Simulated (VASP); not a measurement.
Input of a VASP 6.6.1 run:

File INCAR:

```
SYSTEM = ZnS
ALGO = Normal
EDIFF = 1E-6
ENCUT = 520
GGA = PE
ISIF = 2
ISMEAR = 0
LASPH = .TRUE.
LCHARG = .TRUE.
LELF = .TRUE.
LREAL = .FALSE.
LVHAR = .TRUE.
LWAVE = .FALSE.
NBANDS = 26
NELM = 80
PREC = Accurate
SIGMA = 0.01
```

KPOINTS

```
k-points
0
G
  4 4 2
  0 0 0
```

POSCAR

```
ZnS
1.0
    3.8110000000      0.0000000000      0.0000000000
   -1.9055000000      3.3004230000      0.0000000000
    0.0000000000      0.0000000000      6.2340000000
Zn S
2 2
Direct
    0.3333333333      0.6666666667      0.0000000000
    0.6666666667      0.3333333333      0.5000000000
    0.3333333333      0.6666666667      0.3850000000
    0.6666666667      0.3333333333      0.8850000000
```

Potentials or basis: VASP PAW PBE potentials, release 64 (Zn, S).

Command:

```bash
$ cat potpaw_PBE.64/Zn/POTCAR potpaw_PBE.64/S/POTCAR > POTCAR
$ mpirun -np 1 vasp_std > vasp.out
```

Problem. Estimate the pressure.

Solution. 2.6 GPa.

Problem. What does it give for the largest force?

Solution. 0.338 eV/Å.

Forces in eV/Å, atoms in the order of the input:
```
Zn   0.000  0.000  0.338
Zn   0.000  0.000  0.338
S    0.000  0.000 -0.338
S    0.000  0.000 -0.338
```

Caveat: the k points lie up to 0.50 Å⁻¹ apart.
